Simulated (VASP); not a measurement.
# Sb (Pm-3m) in VASP: notebook

Sb is run at these levels: PBEsol; tasks: electric field gradients.

Program: VASP 6.6.1. These are calculated values, not measurements. Logs are shortened: lines on timing, memory, paths and dates and some standing lists are left out, and cuts for length are marked.

**1. The cell of the first run**

The structure is cubic, space group Pm-3m (No. 221). Conventional cell: a = 3.139 Å, b = 3.139 Å, c = 3.139 Å, α = 90.00°, β = 90.00°, γ = 90.00°. Within 4.1 Å of Sb (site symmetry m-3m) lie 6 Sb at 3.14 Å.

**2. Electric field gradients, PBEsol (volume scaled by 0.98)**

Input file INCAR:

```
PREC = Accurate ; ENCUT = 520
EDIFF = 1E-8 ; ISMEAR = -1
SIGMA = 0.05 ; LREAL = F
LASPH = T ; NELM = 100
ALGO = Normal ; ISIF = 2
LWAVE = F ; LCHARG = F
GGA = PS ; LEFG = T
NBANDS = 8
```

Input file KPOINTS:

```
Automatic mesh
0
Gamma
  13 13 13
```

Input file POSCAR:

```
Sb
1.0
    3.1387913073      0.0000000000      0.0000000000
    0.0000000000      3.1387913073      0.0000000000
    0.0000000000      0.0000000000      3.1387913073
Sb
1
Direct
    0.0000000000      0.0000000000      0.0000000000
```

Potentials or basis: VASP PAW PBE potentials, release 64 (Sb).

The run is started by

```bash
> cat potpaw_PBE.64/Sb/POTCAR > POTCAR
> mpirun -np 1 vasp_std > vasp.out
```

OUTCAR:

```text
PREC = Accurate
   ENCUT = 520
   EDIFF = 1E-8
   ISMEAR = -1
   LREAL = F
   LASPH = T
   NELM = 100
   ISIF = 2
   GGA = PS

 ion  position               nearest neighbor table
   1  0.000  0.000  0.000-

  LATTYP: Found a simple cubic cell.
 ALAT       =     3.1387913073

  Lattice vectors:

 A1 = (   3.1387913073,   0.0000000000,   0.0000000000)
 A2 = (   0.0000000000,   3.1387913073,   0.0000000000)
 A3 = (   0.0000000000,   0.0000000000,   3.1387913073)

Analysis of symmetry for initial positions (statically):
=====================================================================
 Subroutine PRICEL returns:
 Original cell was already a primitive cell.

 Routine SETGRP: Setting up the symmetry group for a
 simple cubic supercell.

 Subroutine GETGRP returns: Found 48 space group operations
 (whereof 48 operations were pure point group operations)
 out of a pool of 48 trial point group operations.

The static configuration has the point symmetry O_h .

Analysis of symmetry for dynamics (positions and initial velocities):
=====================================================================
 Subroutine PRICEL returns:
 Original cell was already a primitive cell.

 Routine SETGRP: Setting up the symmetry group for a
 simple cubic supercell.

 Subroutine GETGRP returns: Found 48 space group operations
 (whereof 48 operations were pure point group operations)
 out of a pool of 48 trial point group operations.

The dynamic configuration has the point symmetry O_h .

 Subroutine INISYM returns: Found 48 space group operations
 (whereof 48 operations are pure point group operations),
 and found     1 'primitive' translations

----------------------------------------------------------------------------------------

                                     Primitive cell

  volume of cell :      30.9234

  direct lattice vectors                    reciprocal lattice vectors
     3.138791307  0.000000000  0.000000000     0.318593975  0.000000000  0.000000000
     0.000000000  3.138791307  0.000000000     0.000000000  0.318593975  0.000000000
     0.000000000  0.000000000  3.138791307     0.000000000  0.000000000  0.318593975

  length of vectors
     3.138791307  3.138791307  3.138791307     0.318593975  0.318593975  0.318593975

  position of ions in fractional coordinates (direct lattice)
     0.000000000  0.000000000  0.000000000

  ion indices of the primitive-cell ions
   primitive index   ion index
                 1           1

----------------------------------------------------------------------------------------

 KPOINTS: Automatic mesh

Automatic generation of k-mesh.
 Grid dimensions read from file:
 generate k-points for:   13   13   13

 Generating k-lattice:

  Cartesian coordinates                     Fractional coordinates (reciprocal lattice)
     0.024507229  0.000000000  0.000000000     0.076923077  0.000000000  0.000000000
     0.000000000  0.024507229  0.000000000     0.000000000  0.076923077  0.000000000
     0.000000000  0.000000000  0.024507229     0.000000000  0.000000000  0.076923077

  Length of vectors
     0.024507229  0.024507229  0.024507229

  Shift w.r.t. Gamma in fractional coordinates (k-lattice)
     0.000000000  0.000000000  0.000000000

 Subroutine IBZKPT returns following result:
 ===========================================

 Found     84 irreducible k-points:

 Following reciprocal coordinates:
            Coordinates               Weight
  0.000000  0.000000  0.000000      1.000000
  0.076923  0.000000  0.000000      6.000000
  0.153846  0.000000  0.000000      6.000000
  0.230769  0.000000  0.000000      6.000000
  0.307692  0.000000  0.000000      6.000000
  0.384615  0.000000  0.000000      6.000000
[... 16 lines left out ...]
  0.307692  0.307692  0.000000     12.000000
  0.384615  0.307692  0.000000     24.000000
 [... further k-points ...]
   k-points           NKPTS =     84   k-points in BZ     NKDIM =     84   number of bands    NBANDS=      8
   number of dos      NEDOS =    301   number of ions     NIONS =      1
   total plane-waves  NPLWV =  13824
   dimension x,y,z NGX =    24 NGY =   24 NGZ =   24
   dimension x,y,z NGXF=    48 NGYF=   48 NGZF=   48
   ions per type =               1
   NGX,Y,Z   is equivalent  to a cutoff of  12.71, 12.71, 12.71 a.u.
   NGXF,Y,Z  is equivalent  to a cutoff of  25.42, 25.42, 25.42 a.u.
 SYSTEM =  unknown system
   PREC   = accura    normal or accurate (medium, high low for compatibility)
   ISTART =      0    job   : 0-new  1-cont  2-samecut
   ICHARG =      2    charge: 1-file 2-atom 10-const
   ISPIN  =      1    spin polarized calculation?
   LNONCOLLINEAR =      F non collinear calculations
   LSORBIT =      F    spin-orbit coupling
   LASPH  =      T    aspherical Exc in radial PAW
   ENCUT  =  520.0 eV  38.22 Ry    6.18 a.u.   5.84  5.84  5.84*2*pi/ulx,y,z
   NELM   =    100;   NELMIN=  2; NELMDL= -5     # of ELM steps
   EDIFF  = 0.1E-07   stopping-criterion for ELM
   LREAL  =      F    real-space projection
   EDIFFG = 0.1E-06   stopping-criterion for IOM
   NSW    =      0    number of steps for IOM
   IBRION =     -1    ionic relax: 0-MD 1-quasi-New 2-CG
   NFREE  =      0    steps in history (QN), initial steepest desc. (CG)
   ISIF   =      2    stress and relaxation
   ISYM   =      2    0-nonsym 1-usesym 2-fastsym
   POTIM  = 0.5000    time-step for ionic-motion
   TEBEG  =    0.0;   TEEND  =   0.0 temperature during run
   PSTRESS=    0.0 pullay stress
   NELECT =       5.0000    total number of electrons
   NUPDOWN=      -1.0000    fix difference up-down
   EMIN   =  10.00;   EMAX   =-10.00  energy-range for DOS
[... 5 lines left out ...]
     AMIX     =   0.40;   BMIX     =  1.00
     AMIX_MAG =   1.60;   BMIX_MAG =  1.00
  volume/ion in A,a.u.               =      30.92       208.68
  Fermi-wavevector in a.u.,A,eV,Ry     =   0.891872  1.685393 10.822552  0.795435
  Thomas-Fermi vector in A             =   2.013748
   LORBIT       =      0    0 simple, 1 ext, 2 COOP (PROOUT), +10 PAW based schemes
   GGA     = PS    functional components
   LHFCALC =     F    Hartree Fock is set to
   AEXX    =    0.0000 exact exchange contribution
   IVDW    =     0    specifies the selected vdW correction
   LEPSILON=     F    determine dielectric tensor
   LRPA    =     F    only Hartree local field effects (RPA)
 non-spin polarized calculation
  energy-cutoff  :      520.00
  volume of cell :       30.92
 maximum number of plane-waves:       851
 NGX is ok and might be reduce to    24
   NGX = 11   NGY = 11   NGZ = 11

 number of electron       5.0000000 magnetization

 Free energy of the ion-electron system (eV)
  ---------------------------------------------------
  ext. energy  EPLUGINS =         0.00000000
  ---------------------------------------------------
  free energy    TOTEN  =        -4.51915660 eV

  energy without entropy =       -4.51625866  energy(sigma->0) =       -4.51770763

 E-fermi :   6.5936     XC(G=0):  -9.6033

 val. band max:        6.5702875573   @ k =   0.3077   0.2308   0.1538
 cond. band min:       6.6375227294   @ k =   0.3846   0.3077   0.3077
 fundamental gap:      0.0672351721
 Fermi energy:         6.5936440089

 k-point     1 :       0.0000    0.0000    0.0000
  band No.  band energies     occupation
      1      -5.5875      2.00000
      2       9.7109      0.00000
      3       9.7109      0.00000
      4       9.7109      0.00000
      5      13.4551      0.00000
      6      13.4551      0.00000
      7      14.4584      0.00000
      8      24.0634      0.00000

 k-point     2 :       0.0769    0.0000    0.0000
  band No.  band energies     occupation
      1      -5.5049      2.00000
      2       8.6886      0.00000
      3       9.7915      0.00000
      4       9.7915      0.00000
      5      13.5224      0.00000
      6      13.9901      0.00000
      7      15.1353      0.00000
      8      23.2627      0.00000

 k-point     3 :       0.1538    0.0000    0.0000
  band No.  band energies     occupation
      1      -5.2600      2.00000
      2       6.8828      0.00614
      3      10.0263      0.00000
      4      10.0263      0.00000
      5      13.7228      0.00000
      6      14.3525      0.00000
      7      17.1309      0.00000
      8      21.9537      0.00000
[... 210 lines left out ...]
 k-point    23 :       0.3077    0.3077    0.0000
  band No.  band energies     occupation
      1      -3.0952      2.00000
      2       4.4275      2.00000
      3       4.7977      2.00000
      4      11.9737      0.00000
      5      12.5536      0.00000
      6      16.1330      0.00000
      7      20.2632      0.00000
      8      20.4969      0.00000

 k-point    24 :       0.3846    0.3077    0.0000
  band No.  band energies     occupation
      1      -2.5211      2.00000
      2       3.2585      2.00000
      3       5.1226      2.00000
      4      11.4220      0.00000
      5      12.4146      0.00000
      6      16.7389      0.00000
      7      19.4606      0.00000
      8      19.8053      0.00000

 [... further k-points ...]
[... 5 lines left out ...]
  --------------------------------------------------------------------------------------
  -------------------------------------------------------------------------------------
  Total       -0.7752268     -0.7752268     -0.7752268     -0.0000000     -0.0000000     -0.0000000
  in kB      -40.1653969    -40.1653969    -40.1653969     -0.0000000     -0.0000000     -0.0000000
  external PRESSURE =     -40.1653969 kB  Pullay stress =       0.0000000 kB

 VOLUME and BASIS-vectors are now :
 -----------------------------------------------------------------------------
  energy-cutoff  :      520.00
  volume of cell :       30.92
      direct lattice vectors                 reciprocal lattice vectors
     3.138791307  0.000000000  0.000000000     0.318593975  0.000000000  0.000000000
     0.000000000  3.138791307  0.000000000     0.000000000  0.318593975  0.000000000
     0.000000000  0.000000000  3.138791307     0.000000000  0.000000000  0.318593975

 POSITION                                       TOTAL-FORCE (eV/Angst)
 -----------------------------------------------------------------------------------
      0.00000      0.00000      0.00000         0.000000      0.000000      0.000000
 -----------------------------------------------------------------------------------
    total drift:                               -0.000000      0.000000      0.000000

  FREE ENERGIE OF THE ION-ELECTRON SYSTEM (eV)
  ---------------------------------------------------
  free  energy   TOTEN  =        -4.5191565955 eV

  energy  without entropy=       -4.5162586639  energy(sigma->0) =       -4.51770763

 Electric field gradients (V/A^2)
---------------------------------------------------------------------
 ion       V_xx      V_yy      V_zz      V_xy      V_xz      V_yz
---------------------------------------------------------------------
   1      -0.000    -0.000    -0.000    -0.000     0.000    -0.000
---------------------------------------------------------------------

 Electric field gradients after diagonalization (V/A^2)
 (convention: |V_zz| > |V_xx| > |V_yy|)
----------------------------------------------------------------------
 ion       V_xx      V_yy      V_zz     asymmetry (V_yy - V_xx)/ V_zz
----------------------------------------------------------------------
   1      -0.000    -0.000    -0.000      -0.457
----------------------------------------------------------------------

           NMR quadrupolar parameters

 Cq : quadrupolar parameter    Cq=e*Q*V_zz/h
 eta: asymmetry parameters     (V_yy - V_xx)/ V_zz
 Q  : nuclear electric quadrupole moment in mb (millibarn)
----------------------------------------------------------------------
 ion       Cq(MHz)       eta       Q (mb)
----------------------------------------------------------------------
   1      -0.000      -0.457       1.000
----------------------------------------------------------------------
```

It took 7.2 s on 1 thread of Intel Xeon Platinum 8488C (Sapphire Rapids), shared host; peak memory 0.14 GiB.

What came out:

```
Free energy : -4.5192 eV
Pressure    : -4.0 GPa
```

Levels at points of the mesh, in eV from the Fermi level:
```tsv
k point	band 1	band 2	band 3	band 4	band 5
(0.00, 0.00, 0.00)	-12.18	3.12	3.12	3.12	6.86
```

Caveat: without QUAD_EFG the Cq values of the log hold for a quadrupole moment of 1 mb, not for the nuclei; the PAW data sets were made with another functional, which shifts forces and pressure a little; spin-orbit coupling is left out, which moves the levels of the heavy elements.

[end of part 1 of 3]
